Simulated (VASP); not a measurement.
Write the native input for VASP 6.6.1 that does the following.

```yaml
Task: single point
Functional: PBEsol
Potentials_or_basis: VASP PAW PBE potentials, release 64 (Nb_sv, P)
Cutoff: 520 eV
k_mesh: 14 × 14 × 4
Occupations: gaussian, width 0.15 eV
Spin: no spin polarisation
Dipole_correction: no
Further_INCAR_settings: ALGO = Fast; EDIFF = 1e-06; NBANDS = 46
```

The structure of NbP lies in POSCAR:

```
NbP
1.0
   -3.3202500371      0.0000000000      0.0000000000
    0.0000000000     -3.3202500371      0.0000000000
    0.0000000000      0.0000000000     14.2903878865
Nb P
4 4
Direct
    0.0000000000      0.0000000000      0.2637940158
    0.5000000000      0.5000000000      0.6588283555
    0.5000000000      0.0000000000      0.0662768459
    0.0000000000      0.5000000000      0.4613111856
    1.0000000000      0.0000000000      0.7238144098
    0.5000000000      0.5000000000      0.3287800700
    1.0000000000      0.5000000000      0.1312629002
    0.5000000000      0.0000000000      0.5262972399
```

This cell differs from its parent crystal: the distance across one plane changed.

These files were run (other wordings do the same):

INCAR

```
SYSTEM = NbP
PREC     = Accurate       ! precision mode
ENCUT    = 520            ! plane-wave cutoff, eV
EDIFF    = 1E-6           ! SCF threshold, eV
ISMEAR   = 0              ! smearing method
SIGMA    = 0.15           ! smearing width, eV
LREAL    = .FALSE.        ! projectors in reciprocal space
LASPH    = .TRUE.         ! aspherical terms in the spheres
NELM     = 100            ! most SCF steps
ALGO     = Fast           ! electronic algorithm
ISIF     = 2              ! what is computed and relaxed
LWAVE    = .FALSE.        ! write WAVECAR
LCHARG   = .FALSE.        ! write CHGCAR
GGA      = PS             ! functional
NBANDS   = 46             ! bands
```

KPOINTS

```
Automatic mesh
0
G
  14 14 4
  0 0 0
```

Potentials or basis: VASP PAW PBE potentials, release 64 (Nb_sv, P).

The run is started by

```console
$ cat potpaw_PBE.64/Nb_sv/POTCAR potpaw_PBE.64/P/POTCAR > POTCAR
$ mpirun -np 1 vasp_std > vasp.out
```

Results of the run:

| Item | Value |
| --- | --- |
| Pressure | -3.4 GPa |
| Largest force | 0.879 eV/Å |
| Band gap on the k mesh | zero (bands 36 and 37 overlap by 1.43 eV) |

Caveat: the cell differs from its parent crystal (the distance across one plane changed); the cell stands under tension; the PAW data sets were made with another functional, which shifts forces and pressure a little.

Run time: 56 min on 1 thread of Oxide Virtual Turin-like Processor, on a shared host, peak memory 0.98 GiB.
